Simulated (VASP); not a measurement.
**Cr: single point with PBE**

Crystal: Cr.

```
Cr
1.0
     2.71400    0.00000    0.00000
    -1.35700    2.35039    0.00000
     0.00000    0.00000    4.41000
Cr
2
Cartesian
  1.3570 0.7835 3.3075
  0.0000 1.5669 1.1025
```

This isn't the form of Cr at room conditions, which is bcc.

```json
{
 "Program": "VASP 6.6.1",
 "Task": "single point",
 "Functional": "PBE",
 "Potentials or basis": "VASP PAW PBE potentials, release 64 (Cr_pv)",
 "Cutoff": "520 eV",
 "k mesh": "11 × 11 × 6",
 "Occupations": "gaussian, width 0.025 eV",
 "Spin": "collinear spin, ferromagnetic start",
 "Starting moments": "[3.0, 3.0] μB",
 "Dipole correction": "no",
 "Further INCAR settings": "ALGO = Normal; EDIFF = 1e-06; NBANDS = 23"
}
```

```
Pressure                                              : -25.8 GPa
Band gap on the k mesh                                : zero (filled and empty bands overlap)
Net moment                                            : 1.99 μB per cell
Site moments                                          : Cr +0.91 μB
Valence electrons inside the program's atomic spheres : Cr 10.72
```

Stress tensor (GPa, compression positive):
```
-26.56   0.00   0.00
  0.00 -26.56   0.00
  0.00   0.00 -24.14
```

Levels at points of the mesh, in eV from the Fermi level:
Spin up:
| k point | band 10 | band 11 | band 12 | band 13 | band 14 | band 15 | band 16 | band 17 |
| --- | --- | --- | --- | --- | --- | --- | --- | --- |
| (0.00, 0.00, 0.00) | -0.74 | -0.67 | -0.38 | -0.38 | 0.07 | 0.07 | 0.36 | 1.30 |
| (0.00, 0.00, 0.50) | -1.16 | -0.80 | -0.80 | -0.80 | -0.80 | 0.96 | 0.96 | 0.96 |
Spin down:
```tsv
k point	band 8	band 9	band 10	band 11	band 12	band 13	band 14	band 15
(0.00, 0.00, 0.00)	-3.10	0.00	0.11	0.11	0.49	0.49	0.65	1.00
(0.00, 0.00, 0.50)	-4.87	-0.57	-0.57	0.06	0.06	0.06	0.06	1.91
```

Wall time 96 s on 1 thread of Intel(R) Xeon(R) 6975P-C (Granite Rapids), with other jobs on the host, peak memory 0.19 GiB.

Caveat: the cell stands under tension; an empty level that is flat over the whole mesh can mark a ghost state of the potentials, or a narrow d or f band.
